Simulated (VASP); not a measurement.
# LiO3 (ReO3 type) (Pm-3m) in VASP: a series of runs

LiO3 (ReO3 type) is run at these levels: PBE; tasks: single point.

Program: VASP 6.6.1. These are calculated values, not measurements. Logs are shortened: lines on timing, memory, paths and dates and some standing lists are left out, and cuts for length are marked.

**1. The cell of the first run**

The structure is cubic, space group Pm-3m (No. 221). The conventional cell has a = 3.632 Å, b = 3.632 Å, c = 3.632 Å, α = 90.00°, β = 90.00°, γ = 90.00°. Li (site symmetry m-3m) has 6 O at 1.82 Å within 2.4 Å. Within 2.4 Å of O (site symmetry 4/mmm) lie 2 Li at 1.82 Å.

**2. Single point, PBE**

Input file INCAR:

```
SYSTEM = LiO3
PREC = Accurate ; ENCUT = 520
EDIFF = 1E-6 ; ISMEAR = -1
SIGMA = 0.06122561905347299 ; LREAL = .FALSE.
LASPH = .TRUE. ; NELM = 100
ALGO = Normal ; ISIF = 2
LWAVE = .FALSE. ; LCHARG = .FALSE.
GGA = PE ; NBANDS = 18
```

Input file KPOINTS:

```
regular mesh
0
G
  10 10 10
  0 0 0
```

Input file POSCAR:

```
LiO3
1.0
    3.6319315498      0.0000000000      0.0000000000
    0.0000000000      3.6319315498      0.0000000000
    0.0000000000      0.0000000000      3.6319315498
Li O
1 3
Direct
    0.0000000000      0.0000000000      0.0000000000
    0.5000000000      0.0000000000      0.0000000000
    0.0000000000      0.5000000000      0.0000000000
    0.0000000000      0.0000000000      0.5000000000
```

Potentials or basis: VASP PAW PBE potentials, release 64 (Li_sv, O).

Launch:

```bash
cat potpaw_PBE.64/Li_sv/POTCAR potpaw_PBE.64/O/POTCAR > POTCAR
mpirun -np 1 vasp_std > vasp.out
```

OUTCAR:

```text
SYSTEM = LiO3
   PREC = Accurate
   ENCUT = 520
   EDIFF = 1E-6
   ISMEAR = -1
   LREAL = .FALSE.
   LASPH = .TRUE.
   NELM = 100
   ISIF = 2
   GGA = PE

 ion  position               nearest neighbor table
   1  0.000  0.000  0.000-   2 1.82   3 1.82   4 1.82   4 1.82   3 1.82   2 1.82
   2  0.500  0.000  0.000-   1 1.82   1 1.82
   3  0.000  0.500  0.000-   1 1.82   1 1.82
   4  0.000  0.000  0.500-   1 1.82   1 1.82

  LATTYP: Found a simple cubic cell.
 ALAT       =     3.6319315498

  Lattice vectors:

 A1 = (   3.6319315498,   0.0000000000,   0.0000000000)
 A2 = (   0.0000000000,   3.6319315498,   0.0000000000)
 A3 = (   0.0000000000,   0.0000000000,   3.6319315498)

Analysis of symmetry for initial positions (statically):
=====================================================================
 Subroutine PRICEL returns:
 Original cell was already a primitive cell.

 Routine SETGRP: Setting up the symmetry group for a
 simple cubic supercell.

 Subroutine GETGRP returns: Found 48 space group operations
 (whereof 48 operations were pure point group operations)
 out of a pool of 48 trial point group operations.

The static configuration has the point symmetry O_h .

Analysis of symmetry for dynamics (positions and initial velocities):
=====================================================================
 Subroutine PRICEL returns:
 Original cell was already a primitive cell.

 Routine SETGRP: Setting up the symmetry group for a
 simple cubic supercell.

 Subroutine GETGRP returns: Found 48 space group operations
 (whereof 48 operations were pure point group operations)
 out of a pool of 48 trial point group operations.

The dynamic configuration has the point symmetry O_h .

 Subroutine INISYM returns: Found 48 space group operations
 (whereof 48 operations are pure point group operations),
 and found     1 'primitive' translations

----------------------------------------------------------------------------------------

                                     Primitive cell

  volume of cell :      47.9085

[... 81 lines left out ...]
   NGXF,Y,Z  is equivalent  to a cutoff of  25.63, 25.63, 25.63 a.u.
 SYSTEM =  LiO3
   PREC   = accura    normal or accurate (medium, high low for compatibility)
   ISTART =      0    job   : 0-new  1-cont  2-samecut
   ICHARG =      2    charge: 1-file 2-atom 10-const
   ISPIN  =      1    spin polarized calculation?
   LNONCOLLINEAR =      F non collinear calculations
   LSORBIT =      F    spin-orbit coupling
   LASPH  =      T    aspherical Exc in radial PAW
   ENCUT  =  520.0 eV  38.22 Ry    6.18 a.u.   6.75  6.75  6.75*2*pi/ulx,y,z
   NELM   =    100;   NELMIN=  2; NELMDL= -5     # of ELM steps
   EDIFF  = 0.1E-05   stopping-criterion for ELM
   LREAL  =      F    real-space projection
   EDIFFG = 0.1E-04   stopping-criterion for IOM
   NSW    =      0    number of steps for IOM
   IBRION =     -1    ionic relax: 0-MD 1-quasi-New 2-CG
   NFREE  =      0    steps in history (QN), initial steepest desc. (CG)
   ISIF   =      2    stress and relaxation
   ISYM   =      2    0-nonsym 1-usesym 2-fastsym
   POTIM  = 0.5000    time-step for ionic-motion
   TEBEG  =    0.0;   TEEND  =   0.0 temperature during run
   PSTRESS=    0.0 pullay stress
   NELECT =      21.0000    total number of electrons
   NUPDOWN=      -1.0000    fix difference up-down
   EMIN   =  10.00;   EMAX   =-10.00  energy-range for DOS
   EFERMI =   0.00;   METHOD = LEGACY
   ISMEAR =    -1;   SIGMA  =   0.06  broadening in eV -4-tet -1-fermi 0-gaus
   EFERMI_NEDOS =   21; number of points for ismear=-14 and -15
   IALGO  =     38    algorithm
   IMIX   =      4    mixing-type and parameters
     AMIX     =   0.40;   BMIX     =  1.00
     AMIX_MAG =   1.60;   BMIX_MAG =  1.00
  volume/ion in A,a.u.               =      11.98        80.83
  Fermi-wavevector in a.u.,A,eV,Ry     =   1.243589  2.350043 21.041602  1.546514
  Thomas-Fermi vector in A             =   2.377893
   LORBIT       =      0    0 simple, 1 ext, 2 COOP (PROOUT), +10 PAW based schemes
   GGA     = PE    functional components
   LHFCALC =     F    Hartree Fock is set to
   AEXX    =    0.0000 exact exchange contribution
   IVDW    =     0    specifies the selected vdW correction
   LEPSILON=     F    determine dielectric tensor
   LRPA    =     F    only Hartree local field effects (RPA)
 non-spin polarized calculation
  energy-cutoff  :      520.00
  volume of cell :       47.91
 maximum number of plane-waves:      1328
 NGX is ok and might be reduce to    28
   NGX = 13   NGY = 13   NGZ = 13

 number of electron      21.0000004 magnetization

 Free energy of the ion-electron system (eV)
  ---------------------------------------------------
  ext. energy  EPLUGINS =         0.00000000
  ---------------------------------------------------
  free energy    TOTEN  =       -12.31866125 eV

  energy without entropy =      -12.23989307  energy(sigma->0) =      -12.27927716

 E-fermi :  -2.4618     XC(G=0):  -8.8214

 val. band max:       -2.4630550739   @ k =   0.3000   0.3000   0.0000
 cond. band min:      -2.4551413186   @ k =   0.2000   0.2000   0.1000
 fundamental gap:      0.0079137553
 Fermi energy:        -2.4618350889

 k-point     1 :       0.0000    0.0000    0.0000
  band No.  band energies     occupation
      1     -43.3956      2.00000
      2     -19.5949      2.00000
      3     -17.7727      2.00000
      4     -17.7727      2.00000
      5      -5.6331      2.00000
      6      -5.6331      2.00000
[... 481 lines left out ...]
      5      -5.4291      2.00000
      6      -5.0637      2.00000
[... 10 lines left out ...]
     17      15.4210      0.00000
     18      17.2840      0.00000

 [... further k-points ...]
[... 5 lines left out ...]
  --------------------------------------------------------------------------------------
  -------------------------------------------------------------------------------------
  Total       -0.5356663     -0.5356663     -0.5356663      0.0000000      0.0000000     -0.0000000
  in kB      -17.9139751    -17.9139751    -17.9139751      0.0000000      0.0000000     -0.0000000
  external PRESSURE =     -17.9139751 kB  Pullay stress =       0.0000000 kB

 VOLUME and BASIS-vectors are now :
 -----------------------------------------------------------------------------
  energy-cutoff  :      520.00
  volume of cell :       47.91
      direct lattice vectors                 reciprocal lattice vectors
     3.631931550  0.000000000  0.000000000     0.275335586  0.000000000  0.000000000
     0.000000000  3.631931550  0.000000000     0.000000000  0.275335586  0.000000000
     0.000000000  0.000000000  3.631931550     0.000000000  0.000000000  0.275335586

 POSITION                                       TOTAL-FORCE (eV/Angst)
 -----------------------------------------------------------------------------------
      0.00000      0.00000      0.00000         0.000000      0.000000      0.000000
      1.81597      0.00000      0.00000         0.000000      0.000000      0.000000
      0.00000      1.81597      0.00000         0.000000      0.000000      0.000000
      0.00000      0.00000      1.81597         0.000000      0.000000      0.000000
 -----------------------------------------------------------------------------------
    total drift:                                0.000000      0.000000     -0.000000

  FREE ENERGIE OF THE ION-ELECTRON SYSTEM (eV)
  ---------------------------------------------------
  free  energy   TOTEN  =       -12.3186612477 eV

  energy  without entropy=      -12.2398930738  energy(sigma->0) =      -12.27927716
```

OSZICAR:

```text
N       E                     dE             d eps       ncg     rms          rms(c)
DAV:   1     0.103241685762E+03    0.10324E+03   -0.10347E+04  2016   0.109E+03
DAV:   2    -0.626766686996E+01   -0.10951E+03   -0.10681E+03  2518   0.250E+02
DAV:   3    -0.123367331542E+02   -0.60691E+01   -0.59782E+01  2720   0.528E+01
DAV:   4    -0.126649882429E+02   -0.32826E+00   -0.32786E+00  3306   0.107E+01
DAV:   5    -0.126682018485E+02   -0.32136E-02   -0.32131E-02  2692   0.103E+00    0.479E+00
DAV:   6    -0.123350432300E+02    0.33316E+00   -0.34011E-01  2810   0.315E+00    0.126E+00
DAV:   7    -0.123102669313E+02    0.24776E-01   -0.88620E-02  2930   0.155E+00    0.671E-01
DAV:   8    -0.123181817503E+02   -0.79148E-02   -0.94048E-03  2928   0.700E-01    0.236E-01
DAV:   9    -0.123183791390E+02   -0.19739E-03   -0.32178E-03  2254   0.321E-01    0.910E-02
DAV:  10    -0.123186855206E+02   -0.30638E-03   -0.57258E-04  2238   0.134E-01    0.647E-02
DAV:  11    -0.123186554530E+02    0.30068E-04   -0.92532E-05  2476   0.524E-02    0.141E-02
DAV:  12    -0.123186612429E+02   -0.57900E-05   -0.12587E-05  2224   0.275E-02    0.519E-03
DAV:  13    -0.123186612477E+02   -0.47410E-08   -0.73290E-07  2036   0.608E-03
   1 F= -.12318661E+02 E0= -.12279277E+02  d E =-.787682E-01
```

stdout:

```text
POSCAR found type information on POSCAR LiO
 POSCAR found :  2 types and       4 ions
 scaLAPACK will be used
 LDA part: xc-table for (Slater+PW92), standard interpolation
 POSCAR, INCAR and KPOINTS ok, starting setup
 FFT: planning ... GRIDC
 FFT: planning ... GRID_SOFT
 FFT: planning ... GRID
 WAVECAR not read
 entering main loop
```

Run time: 53 s. Hardware: 1 thread of Intel Xeon 8259CL, shared host; peak memory 0.17 GiB.

What came out:

```yaml
Free_energy: -12.3187 eV
Band_gap_on_the_k_mesh: zero (an odd number of electrons rules out a gap without spin polarisation)
```

Caveat: the cutoff is under 1.25 times the usual one of these potentials, so pressure, stress and relaxed cells hold a basis-set (Pulay) error; an odd number of electrons without spin polarisation forces a metal; a magnetic or distorted state may lie lower.

**3. Single point, PBE**

This run uses another cell than the first one, of 12.21 Å³/atom.

Input file INCAR:

```
PREC = Accurate
ENCUT = 520
EDIFF = 1E-6
ISMEAR = -1
SIGMA = 0.06122561905347299
LREAL = F
LASPH = T
NELM = 80
ALGO = Normal
ISIF = 2
LWAVE = F
LCHARG = F
GGA = PE
NBANDS = 18
```

Input file KPOINTS:

```
Automatic mesh
0
Gamma
  10 10 10
```

Input file POSCAR:

```
LiO3
1.0
    3.6550654955      0.0000000000      0.0000000000
    0.0000000000      3.6550654955      0.0000000000
    0.0000000000      0.0000000000      3.6550654955
Li O
1 3
Direct
    0.0000000000      0.0000000000      0.0000000000
    0.5000000000      0.0000000000      0.0000000000
    0.0000000000      0.5000000000      0.0000000000
    0.0000000000      0.0000000000      0.5000000000
```

Potentials or basis: VASP PAW PBE potentials, release 64 (Li_sv, O).

Launch:

```bash
cat potpaw_PBE.64/Li_sv/POTCAR potpaw_PBE.64/O/POTCAR > POTCAR
mpirun -np 1 vasp_std > vasp.out
```

Run time: 67 s. Hardware: 1 thread of Intel Xeon 8259CL, shared host; peak memory 0.17 GiB.

Results (log left out):

```
Free energy            : -12.3076 eV
Band gap on the k mesh : zero (an odd number of electrons rules out a gap without spin polarisation)
```

Levels at points of the mesh, in eV from the Fermi level:
| k point | band 8 | band 9 | band 10 | band 11 | band 12 | band 13 | band 14 | band 15 |
| --- | --- | --- | --- | --- | --- | --- | --- | --- |
| (0.00, 0.00, 0.00) | -0.20 | -0.20 | -0.20 | 0.39 | 0.39 | 0.39 | 9.36 | 17.12 |
| (0.50, 0.00, 0.00) | -1.08 | -0.76 | -0.76 | -0.49 | 0.19 | 0.19 | 11.81 | 13.69 |
| (0.50, 0.50, 0.00) | -0.95 | -0.95 | -0.71 | -0.71 | 0.17 | 0.79 | 12.79 | 15.01 |
| (0.50, 0.50, 0.50) | -2.49 | 0.18 | 0.18 | 0.80 | 0.80 | 0.80 | 11.68 | 15.72 |

Caveat: the cutoff is under 1.25 times the usual one of these potentials, so pressure, stress and relaxed cells hold a basis-set (Pulay) error; an odd number of electrons without spin polarisation forces a metal; a magnetic or distorted state may lie lower.

**4. Single point, PBE**

This run uses another cell than the first one, of 10.83 Å³/atom.

Changes to INCAR since step 3:

```diff
@@ -7,3 +7,3 @@
 LASPH = T
-NELM = 80
+NELM = 60
 ALGO = Normal
```

Input file KPOINTS:

```
Automatic mesh
0
Gamma
  15 15 15
```

Input file POSCAR:

```
LiO3
1.0
    3.5115794026      0.0000000000      0.0000000000
    0.0000000000      3.5115794026      0.0000000000
    0.0000000000      0.0000000000      3.5115794026
Li O
1 3
Direct
    0.0000000000      0.0000000000      0.0000000000
    0.5000000000      0.0000000000      0.0000000000
    0.0000000000      0.5000000000      0.0000000000
    0.0000000000      0.0000000000      0.5000000000
```

Launch:

```bash
cat potpaw_PBE.64/Li_sv/POTCAR potpaw_PBE.64/O/POTCAR > POTCAR
mpirun -np 1 vasp_std > vasp.out
```

Wall time 1.9 min (1 thread of Intel Xeon 8259CL, shared host); peak memory 0.2 GiB.

It converged, with:

| Quantity | Value |
| --- | --- |
| Free energy | -12.2847 eV |
| Band gap on the k mesh | zero (an odd number of electrons rules out a gap without spin polarisation) |

Levels at points of the mesh, in eV from the Fermi level:
```csv
k point,band 7,band 8,band 9,band 10,band 11,band 12,band 13,band 14,band 15,band 16
"(0.00, 0.00, 0.00)",-3.64,-0.25,-0.25,-0.25,0.46,0.46,0.46,9.70,17.72,17.72
```

Caveat: the cutoff is under 1.25 times the usual one of these potentials, so pressure, stress and relaxed cells hold a basis-set (Pulay) error; an odd number of electrons without spin polarisation forces a metal; a magnetic or distorted state may lie lower.

**5. Overview**

| cell | k mesh | gap on the mesh (eV) |
| --- | --- | --- |
| a = 3.632 Å, 4 atoms | 10 × 10 × 10 | none |
| a = 3.655 Å, 4 atoms | 10 × 10 × 10 | none |
| a = 3.512 Å, 4 atoms | 15 × 15 × 15 | none |

Alike in all rows: task single point; level PBE; potentials or basis VASP PAW PBE potentials, release 64 (Li_sv, O); no spin polarisation; cutoff (eV) 520; smearing fermi-dirac 0.0612256 eV.

Caveats: the cutoff is under 1.25 times the usual one of these potentials, so pressure, stress and relaxed cells hold a basis-set (Pulay) error; an odd number of electrons without spin polarisation forces a metal; a magnetic or distorted state may lie lower.

Absolute energies hang on the potentials; compare differences alone.
